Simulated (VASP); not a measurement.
Set up this calculation in VASP 6.6.1, as the native input.

| Item | Value |
| --- | --- |
| Task | relaxation of cell and atoms |
| Functional | PBE |
| Potentials or basis | VASP PAW PBE potentials, release 64 (Al, Ni) |
| Cutoff | 600 eV |
| k mesh | 6 × 6 × 1 |
| Occupations | gaussian, width 0.1 eV |
| Spin | collinear spin, ferromagnetic start |
| Starting moments | [0.0, 0.0, 2.0, 2.0, 2.0, 2.0, 2.0, 2.0, 2.0, 2.0] μB |
| Dipole correction | no |
| Further INCAR settings | ALGO = Normal; EDIFF = 1e-07; IBRION = 2; EDIFFG = -0.04; NSW = 90; ISIF = 3 |

The structure of AlNi4 lies in POSCAR:

```
AlNi4
1.0
    2.5395241200      0.0000000000      0.0000000000
   -1.2697620600      2.1992924000      0.0000000000
    0.0000000000      0.0000000000     19.9858462000
Al Ni
2 8
Direct
    0.3333333300      0.6666666700      0.7500000000
    0.6666666700      0.3333333300      0.2500000000
    0.3333333300      0.6666666700      0.9500000000
    0.3333333300      0.6666666700      0.1500000000
    0.3333333300      0.6666666700      0.3500000000
    0.3333333300      0.6666666700      0.5500000000
    0.6666666700      0.3333333300      0.0500000000
    0.6666666700      0.3333333300      0.4500000000
    0.6666666700      0.3333333300      0.6500000000
    0.6666666700      0.3333333300      0.8500000000
```

The input as run:

INCAR

```
SYSTEM = AlNi4
PREC = Accurate
ENCUT = 600
EDIFF = 1E-7
ISMEAR = 0
SIGMA = 0.1
LREAL = .False.
LASPH = .True.
NELM = 150
ALGO = Normal
ISIF = 3
LWAVE = .False.
LCHARG = .False.
ISPIN = 2
MAGMOM = 0 0 2 2 2 2 2 2 2 2
LORBIT = 11
LMAXMIX = 4
GGA = PE
IBRION = 2
NSW = 90
EDIFFG = -0.04
```

KPOINTS

```
Automatic mesh
0
Gamma
  6 6 1
  0 0 0
```

Potentials or basis: VASP PAW PBE potentials, release 64 (Al, Ni).

The run is started by

```console
$ cat potpaw_PBE.64/Al/POTCAR potpaw_PBE.64/Ni/POTCAR > POTCAR
$ mpirun -np 1 vasp_std > vasp.out
```

It gave:

The relaxed volume is 11.53 Å³/atom, the relaxed cell is a = 2.594 Å, b = 2.594 Å, c = 19.791 Å, α = 90.00°, β = 90.00°, γ = 120.00° and the space group after relaxing (to 0.05 Å) is P6_3/mmc (No. 194). The energy gained by relaxing is 12.7 meV/atom and the ionic steps are 6. The pressure after relaxing is -0.1 GPa, the largest force after relaxing is 0.035 eV/Å and the net moment is 3.01 μB per cell. The site moments are Al +0.00; Ni +0.56, +0.21 μB and the valence electrons inside the program's atomic spheres are Al 0.87; Ni 9.21, 9.34.

Caveat: the k points lie up to 0.47 Å⁻¹ apart in the final cell.

Wall time 15 min on 1 thread of Intel(R) Xeon(R) 6975P-C (Granite Rapids) (shared host), peak memory 0.34 GiB.
